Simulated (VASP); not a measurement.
## Nb: relaxation of cell and atoms with PBEsol

The system is Nb.

```xyz
1
Lattice="0.0000 2.0828 2.0828 2.0828 0.0000 2.0828 2.0828 2.0828 0.0000" Properties=species:S:1:pos:R:3 pbc="T T T"
Nb    0.0000    0.0000    0.0000
```

This isn't the form of Nb at room conditions, which is bcc.

| Quantity | Value |
| --- | --- |
| Program | VASP 6.6.1 |
| Task | relaxation of cell and atoms |
| Functional | PBEsol |
| Potentials or basis | VASP PAW PBE potentials, release 64 (Nb_sv) |
| Cutoff | 500 eV |
| k mesh | 22 × 22 × 22 |
| Occupations | gaussian, width 0.1 eV |
| Spin | no spin polarisation |
| Dipole correction | no |
| Further INCAR settings | ALGO = Normal; EDIFF = 1e-07; IBRION = 2; EDIFFG = -0.01; NSW = 100; ISIF = 3 |

* Relaxed volume: 18.10 Å³/atom
* Relaxed cell: a = 2.947 Å, b = 2.947 Å, c = 2.947 Å, α = 60.00°, β = 60.00°, γ = 60.00°
* Space group after relaxing (to 0.1 Å): Fm-3m (No. 225)
* Energy gained by relaxing: 0.0 meV/atom
* Ionic steps: 3
* Pressure after relaxing: 0.0 GPa
* Band gap on the k mesh: zero (an odd number of electrons rules out a gap without spin polarisation)

Final structure:
```
Nb
1.0
     0.00000    2.08399    2.08399
     2.08399    0.00000    2.08399
     2.08399    2.08399    0.00000
Nb
1
Direct
  0.00000 0.00000 0.00000
```

Levels at points of the mesh, in eV from the Fermi level:
```csv
k point,band 3,band 4,band 5,band 6,band 7,band 8,band 9,band 10
"(0.00, 0.00, 0.00)",-29.99,-29.99,-6.34,0.08,0.08,0.08,2.81,2.81
"(0.50, 0.00, 0.00)",-30.16,-30.16,-3.99,-0.13,-0.13,1.51,4.90,4.90
"(0.50, 0.50, 0.00)",-30.47,-30.47,-4.27,-3.50,3.80,4.87,5.50,5.50
```

It took 3.7 min on 1 thread of Intel Xeon 8259CL (shared host), peak memory 0.19 GiB.

Caveat: the PAW data sets were made with another functional, which shifts forces and pressure a little.
